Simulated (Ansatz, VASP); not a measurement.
# SnO2: VASP beside Ansatz

```
CELL_PARAMETERS angstrom
3.24131 0.00000 0.00000
-1.62065 2.80706 0.00000
0.00000 0.00000 10.82641
ATOMIC_POSITIONS crystal
Sn 0.00000 0.00000 0.50000
Sn 0.00000 0.00000 0.00000
O 0.66667 0.33333 0.40586
O 0.66667 0.33333 0.09414
O 0.33333 0.66667 0.59414
O 0.33333 0.66667 0.90586
```

Alike in both runs: task single point; functional r2SCAN; dispersion D3(BJ); k mesh 12 × 12 × 2; no spin polarisation.

|  | VASP | Ansatz |
| --- | --- | --- |
| version | VASP 6.6.1 | Ansatz 0.2.0 |
| potentials or method | VASP PAW PBE potentials, release 64 (Sn_d, O), cutoff 520 eV | plane waves, PAW |
| occupations | gaussian, width 0.01 eV | fixed |
| valence electrons in the cell | 52 | 52 |

|  | VASP | Ansatz | Ansatz less VASP |
| --- | --- | --- | --- |
| pressure (GPa) | -7.3 | -8.1 | -0.80 |
| traceless stress, the component that is largest in VASP (GPa) | 2.15 | 2.63 | +0.481 |

VASP's potentials were made for PBE, not for r2SCAN. Ansatz's warnings: dispersion damping borrowed.
